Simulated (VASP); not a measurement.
Here is a VASP 6.6.1 calculation.

The input POSCAR:

```
Be2C3
1.0
    2.6484564190      0.0000000000      0.0000000000
   -1.3242282095      2.2936305396      0.0000000000
    0.0000000000      0.0000000000      5.9647887504
Be C
2 3
Direct
    0.3333333333      0.6666666667      0.1237248956
    0.6666666667      0.3333333333      0.8762751044
    0.0000000000      0.0000000000      0.0000000000
    0.3333333333      0.6666666667      0.4901045128
    0.6666666667      0.3333333333      0.5098954872
```

File INCAR.step1:

```
SYSTEM = Be2C3
  ALGO = Normal
  EDIFF = 1E-4
  ENCUT = 520
  GGA = PE
  ISMEAR = 0
  LASPH = .TRUE.
  LCHARG = .FALSE.
  LREAL = .FALSE.
  LWAVE = .TRUE.
  NBANDS = 16
  NELM = 100
  PREC = Accurate
  SIGMA = 0.1
```

INCAR.step2

```
SYSTEM = Be2C3
  ALGO = Normal
  EDIFF = 1E-6
  ENCUT = 520
  ISIF = 2
  ISMEAR = 0
  ISTART = 1
  LASPH = .TRUE.
  LCHARG = .FALSE.
  LMIXTAU = .TRUE.
  LREAL = .FALSE.
  LWAVE = .FALSE.
  METAGGA = R2SCAN
  NBANDS = 16
  NELM = 100
  PREC = Accurate
  SIGMA = 0.1
```

Contents of KPOINTS:

```
k-points
0
G
  6 6 4
  0 0 0
```

Potentials or basis: VASP PAW PBE potentials, release 64 (Be, C).

Command:

```bash
$ cat potpaw_PBE.64/Be/POTCAR potpaw_PBE.64/C/POTCAR > POTCAR
$ cp INCAR.step1 INCAR
$ mpirun -np 1 vasp_std > vasp.out
$ cp INCAR.step2 INCAR
$ mpirun -np 1 vasp_std > vasp.out
```

(1) What does it give for the band gap on the k mesh?

(2) Estimate the pressure.

(3) Predict the largest force.

## Answers

(1) zero (bands 8 and 9 overlap by 4.14 eV).

(2) 0.6 GPa.

(3) 0.012 eV/Å.

Caveat: the k points lie up to 0.46 Å⁻¹ apart, too coarse for converged energies and pressures of a metal; the PAW data sets were made with another functional, which shifts forces and pressure a little.
